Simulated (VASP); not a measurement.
# Ta2Ru (P6/mmm) in VASP: notebook

Ta2Ru is run at these levels: PBE; tasks: single point.

Everything below comes from runs of VASP 6.6.1. Logs are shortened: lines on timing, memory, paths and dates and some standing lists are left out, and cuts for length are marked.

## 1. The cell of the first run

It takes space group P6/mmm (No. 191, hexagonal). The conventional cell has a = 4.058 Å, b = 4.058 Å, c = 2.907 Å, α = 90.00°, β = 90.00°, γ = 120.00°. Ta (site symmetry -6m2) has 5 Ta at 2.34 to 2.91 Å and 6 Ru at 2.76 Å within 3.1 Å. Within 3.6 Å of Ru (site symmetry 6/mmm) lie 12 Ta at 2.76 Å and 2 Ru at 2.91 Å.

## 2. Single point, PBE

INCAR reads:

```
SYSTEM = Ta2Ru
ALGO = Fast ; EDIFF = 1E-6
ENCUT = 520 ; GGA = PE
ISIF = 2 ; ISMEAR = 0
LASPH = .True. ; LCHARG = .True.
LELF = .True. ; LREAL = .False.
LVHAR = .True. ; LWAVE = .False.
NBANDS = 25 ; NELM = 100
PREC = Accurate ; SIGMA = 0.1
```

KPOINTS reads:

```
k-points
0
Gamma
  6 6 6
  0 0 0
```

POSCAR reads:

```
Ta2Ru
1.0
    4.0576983100      0.0000000000      0.0000000000
   -2.0288491500      3.5140698100      0.0000000000
    0.0000000000      0.0000000000      2.9065665400
Ta Ru
2 1
Direct
    0.3333333300      0.6666666700      0.5000000000
    0.6666666700      0.3333333300      0.5000000000
    0.0000000000      0.0000000000      0.0000000000
```

Potentials or basis: VASP PAW PBE potentials, release 64 (Ta_pv, Ru_pv).

On the command line:

```bash
> cat potpaw_PBE.64/Ta_pv/POTCAR potpaw_PBE.64/Ru_pv/POTCAR > POTCAR
> mpirun -np 1 vasp_std > vasp.out
```

OUTCAR:

```text
SYSTEM = Ta2Ru
   EDIFF = 1E-6
   ENCUT = 520
   GGA = PE
   ISIF = 2
   ISMEAR = 0
   LASPH = .True.
   LREAL = .False.
   NELM = 100
   PREC = Accurate

 ion  position               nearest neighbor table
   1  0.333  0.667  0.500-   2 2.34   2 2.34   2 2.34   3 2.76   3 2.76   3 2.76   3 2.76   3 2.76
                             3 2.76
   2  0.667  0.333  0.500-   1 2.34   1 2.34   1 2.34   3 2.76   3 2.76   3 2.76   3 2.76   3 2.76
                             3 2.76
   3  0.000  0.000  0.000-   1 2.76   2 2.76   1 2.76   2 2.76   1 2.76   1 2.76   2 2.76   2 2.76
                             2 2.76   2 2.76   1 2.76   1 2.76

  LATTYP: Found a hexagonal cell.
 ALAT       =     4.0576983100
 C/A-ratio  =     0.7163091778

  Lattice vectors:

 A1 = (   4.0576983100,   0.0000000000,   0.0000000000)
 A2 = (  -2.0288491500,   3.5140698100,   0.0000000000)
 A3 = (   0.0000000000,   0.0000000000,   2.9065665400)

Analysis of symmetry for initial positions (statically):
=====================================================================
 Subroutine PRICEL returns:
 Original cell was already a primitive cell.

 Routine SETGRP: Setting up the symmetry group for a
 hexagonal supercell.

 Subroutine GETGRP returns: Found 24 space group operations
 (whereof 24 operations were pure point group operations)
 out of a pool of 24 trial point group operations.

The static configuration has the point symmetry D_6h.

Analysis of symmetry for dynamics (positions and initial velocities):
=====================================================================
 Subroutine PRICEL returns:
 Original cell was already a primitive cell.

 Routine SETGRP: Setting up the symmetry group for a
 hexagonal supercell.

 Subroutine GETGRP returns: Found 24 space group operations
 (whereof 24 operations were pure point group operations)
 out of a pool of 24 trial point group operations.

The dynamic configuration has the point symmetry D_6h.

 Subroutine INISYM returns: Found 24 space group operations
 (whereof 24 operations are pure point group operations),
 and found     1 'primitive' translations

----------------------------------------------------------------------------------------

                                     Primitive cell

  volume of cell :      41.4448

  direct lattice vectors                    reciprocal lattice vectors
     4.057698310  0.000000000  0.000000000     0.246445133  0.142285164  0.000000000
    -2.028849150  3.514069810  0.000000000     0.000000000  0.284570328  0.000000000
     0.000000000  0.000000000  2.906566540     0.000000000  0.000000000  0.344048549

  length of vectors
     4.057698310  4.057698301  2.906566540     0.284570328  0.284570328  0.344048549

  position of ions in fractional coordinates (direct lattice)
     0.333333330  0.666666670  0.500000000
     0.666666670  0.333333330  0.500000000
     0.000000000  0.000000000  0.000000000

  ion indices of the primitive-cell ions
   primitive index   ion index
                 1           1
                 2           2
                 3           3

----------------------------------------------------------------------------------------

 KPOINTS: k-points

Automatic generation of k-mesh.
 Grid dimensions read from file:
 generate k-points for:    6    6    6

 Generating k-lattice:

  Cartesian coordinates                     Fractional coordinates (reciprocal lattice)
     0.041074189  0.023714194  0.000000000     0.166666667  0.000000000  0.000000000
     0.000000000  0.047428388  0.000000000     0.000000000  0.166666667  0.000000000
     0.000000000  0.000000000  0.057341425     0.000000000  0.000000000  0.166666667

  Length of vectors
     0.047428388  0.047428388  0.057341425

  Shift w.r.t. Gamma in fractional coordinates (k-lattice)
     0.000000000  0.000000000  0.000000000

 Subroutine IBZKPT returns following result:
 ===========================================

 Found     28 irreducible k-points:

 Following reciprocal coordinates:
            Coordinates               Weight
  0.000000  0.000000  0.000000      1.000000
  0.166667 -0.000000  0.000000      6.000000
  0.333333 -0.000000  0.000000      6.000000
  0.500000  0.000000  0.000000      3.000000
  0.166667  0.166667  0.000000      6.000000
  0.333333  0.166667  0.000000     12.000000
[... 16 lines left out ...]
  0.166667 -0.000000  0.500000      6.000000
  0.333333 -0.000000  0.500000      6.000000
 [... further k-points ...]
   k-points           NKPTS =     28   k-points in BZ     NKDIM =     28   number of bands    NBANDS=     25
   number of dos      NEDOS =    301   number of ions     NIONS =      3
   total plane-waves  NPLWV =  21600
   dimension x,y,z NGX =    30 NGY =   30 NGZ =   24
   dimension x,y,z NGXF=    60 NGYF=   60 NGZF=   48
   ions per type =               2   1
   NGX,Y,Z   is equivalent  to a cutoff of  12.29, 12.29, 13.73 a.u.
   NGXF,Y,Z  is equivalent  to a cutoff of  24.58, 24.58, 27.45 a.u.
 SYSTEM =  Ta2Ru
   PREC   = accura    normal or accurate (medium, high low for compatibility)
   ISTART =      0    job   : 0-new  1-cont  2-samecut
   ICHARG =      2    charge: 1-file 2-atom 10-const
   ISPIN  =      1    spin polarized calculation?
   LNONCOLLINEAR =      F non collinear calculations
   LSORBIT =      F    spin-orbit coupling
   LASPH  =      T    aspherical Exc in radial PAW
   ENCUT  =  520.0 eV  38.22 Ry    6.18 a.u.   7.54  7.54  5.40*2*pi/ulx,y,z
   NELM   =    100;   NELMIN=  2; NELMDL= -5     # of ELM steps
   EDIFF  = 0.1E-05   stopping-criterion for ELM
   LREAL  =      F    real-space projection
   EDIFFG = 0.1E-04   stopping-criterion for IOM
   NSW    =      0    number of steps for IOM
   IBRION =     -1    ionic relax: 0-MD 1-quasi-New 2-CG
   NFREE  =      0    steps in history (QN), initial steepest desc. (CG)
   ISIF   =      2    stress and relaxation
   ISYM   =      2    0-nonsym 1-usesym 2-fastsym
   POTIM  = 0.5000    time-step for ionic-motion
   TEBEG  =    0.0;   TEEND  =   0.0 temperature during run
   PSTRESS=    0.0 pullay stress
   NELECT =      36.0000    total number of electrons
   NUPDOWN=      -1.0000    fix difference up-down
   EMIN   =  10.00;   EMAX   =-10.00  energy-range for DOS
   EFERMI =   0.00;   METHOD = LEGACY
   ISMEAR =     0;   SIGMA  =   0.10  broadening in eV -4-tet -1-fermi 0-gaus
   EFERMI_NEDOS =   21; number of points for ismear=-14 and -15
   IALGO  =     68    algorithm
   IMIX   =      4    mixing-type and parameters
     AMIX     =   0.40;   BMIX     =  1.00
     AMIX_MAG =   1.60;   BMIX_MAG =  1.00
  volume/ion in A,a.u.               =      13.81        93.23
  Fermi-wavevector in a.u.,A,eV,Ry     =   1.562016  2.951783 33.196781  2.439895
  Thomas-Fermi vector in A             =   2.664997
   LORBIT       =      0    0 simple, 1 ext, 2 COOP (PROOUT), +10 PAW based schemes
   GGA     = PE    functional components
   LHFCALC =     F    Hartree Fock is set to
   AEXX    =    0.0000 exact exchange contribution
   IVDW    =     0    specifies the selected vdW correction
   LEPSILON=     F    determine dielectric tensor
   LRPA    =     F    only Hartree local field effects (RPA)
 non-spin polarized calculation
 RMM-DIIS sequential band-by-band and
 Gauss-broadening in eV      SIGMA  =   0.10
  energy-cutoff  :      520.00
  volume of cell :       41.44
 maximum number of plane-waves:      1133
   NGX = 15   NGY = 15   NGZ = 11

 number of electron      36.0000000 magnetization

 Free energy of the ion-electron system (eV)
  ---------------------------------------------------
  ext. energy  EPLUGINS =         0.00000000
  ---------------------------------------------------
  free energy    TOTEN  =       -29.15299744 eV

  energy without entropy =      -29.14081710  energy(sigma->0) =      -29.14690727

 E-fermi :  10.0078     XC(G=0): -13.9893

 val. band max:        9.9973784646   @ k =   0.1667  -0.0000   0.1667
 cond. band min:      10.0141334586   @ k =   0.0000   0.0000   0.1667
 fundamental gap:      0.0167549940
 Fermi energy:        10.0077651198

 k-point     1 :       0.0000    0.0000    0.0000
  band No.  band energies     occupation
      1     -32.8349      2.00000
      2     -32.8349      2.00000
      3     -32.8177      2.00000
      4     -25.7370      2.00000
      5     -25.7370      2.00000
      6     -23.9835      2.00000
[... 17 lines left out ...]
     24      16.7665      0.00000
     25      16.7665      0.00000

 k-point     2 :       0.1667   -0.0000    0.0000
  band No.  band energies     occupation
      1     -32.8385      2.00000
      2     -32.8350      2.00000
      3     -32.8164      2.00000
      4     -25.7847      2.00000
      5     -25.6071      2.00000
      6     -23.9438      2.00000
[... 17 lines left out ...]
     24      15.1266      0.00000
     25      16.6785      0.00000

 k-point     3 :       0.3333   -0.0000    0.0000
  band No.  band energies     occupation
      1     -32.8457      2.00000
      2     -32.8328      2.00000
      3     -32.8136      2.00000
      4     -25.8730      2.00000
      5     -25.3258      2.00000
      6     -23.8384      2.00000
[... 17 lines left out ...]
     24      14.2279      0.00000
     25      16.4428      0.00000

 k-point     4 :       0.5000    0.0000    0.0000
  band No.  band energies     occupation
      1     -32.8494      2.00000
      2     -32.8305      2.00000
      3     -32.8122      2.00000
      4     -25.9141      2.00000
      5     -25.1660      2.00000
      6     -23.7517      2.00000
[... 17 lines left out ...]
     24      14.9049      0.00000
     25      16.2877      0.00000
[... 477 lines left out ...]
 k-point    22 :       0.0000    0.0000    0.5000
  band No.  band energies     occupation
      1     -33.0805      2.00000
      2     -32.7914      2.00000
      3     -32.7914      2.00000
      4     -25.6359      2.00000
      5     -25.6359      2.00000
      6     -24.8015      2.00000
[... 17 lines left out ...]
     24      14.7075      0.00000
     25      16.3011      0.00000

 k-point    23 :       0.1667   -0.0000    0.5000
  band No.  band energies     occupation
      1     -33.0853      2.00000
      2     -32.7981      2.00000
      3     -32.7922      2.00000
      4     -25.7007      2.00000
      5     -25.5213      2.00000
      6     -24.7375      2.00000
[... 17 lines left out ...]
     24      15.0556      0.00000
     25      17.0829      0.00000

 k-point    24 :       0.3333   -0.0000    0.5000
  band No.  band energies     occupation
      1     -33.0960      2.00000
      2     -32.8114      2.00000
      3     -32.7939      2.00000
      4     -25.8191      2.00000
      5     -25.2297      2.00000
      6     -24.5786      2.00000
[... 17 lines left out ...]
     24      15.4212      0.00000
     25      17.6224      0.00000

 [... further k-points ...]

------------------------ aborting loop because EDIFF is reached ----------------------------------------

  FORCE on cell =-STRESS in cart. coord.  units (eV):
  Direction    XX          YY          ZZ          XY          YZ          ZX
  --------------------------------------------------------------------------------------
  -------------------------------------------------------------------------------------
  Total       23.6360313     23.6360312      5.8167788      0.0000000     -0.0000000      0.0000000
  in kB      913.7233644    913.7233605    224.8654434      0.0000013     -0.0000000      0.0000000
  external PRESSURE =     684.1040561 kB  Pullay stress =       0.0000000 kB

 VOLUME and BASIS-vectors are now :
 -----------------------------------------------------------------------------
  energy-cutoff  :      520.00
  volume of cell :       41.44
      direct lattice vectors                 reciprocal lattice vectors
     4.057698310  0.000000000  0.000000000     0.246445133  0.142285164  0.000000000
    -2.028849150  3.514069810  0.000000000     0.000000000  0.284570328  0.000000000
     0.000000000  0.000000000  2.906566540     0.000000000  0.000000000  0.344048549

 POSITION                                       TOTAL-FORCE (eV/Angst)
 -----------------------------------------------------------------------------------
     -0.00000      2.34271      1.45328        -0.000000     -0.000000      0.000000
      2.02885      1.17136      1.45328         0.000000      0.000000     -0.000000
      0.00000      0.00000      0.00000         0.000000      0.000000     -0.000000
 -----------------------------------------------------------------------------------
    total drift:                               -0.000000      0.000000      0.000000

  FREE ENERGIE OF THE ION-ELECTRON SYSTEM (eV)
  ---------------------------------------------------
  free  energy   TOTEN  =       -29.1529974358 eV

  energy  without entropy=      -29.1408171028  energy(sigma->0) =      -29.14690727
```

Run time: 25 s. Hardware: 1 thread of Intel Xeon 6975P-C, shared host; peak memory 0.17 GiB.

Results:

| Item | Value |
| --- | --- |
| Free energy | -29.1530 eV |
| Pressure | 68.4 GPa |
| Band gap on the k mesh | zero (band 18 reaches 11.68 eV, above the bottom of band 19 at 8.83 eV) |

Stress tensor (GPa, compression positive):
```
91.37  0.00  0.00
 0.00 91.37  0.00
 0.00  0.00 22.49
```

Caveat: the k points lie up to 0.36 Å⁻¹ apart; spin-orbit coupling is left out, which moves the levels of the heavy elements.

(Continued in part 2 of 2.)
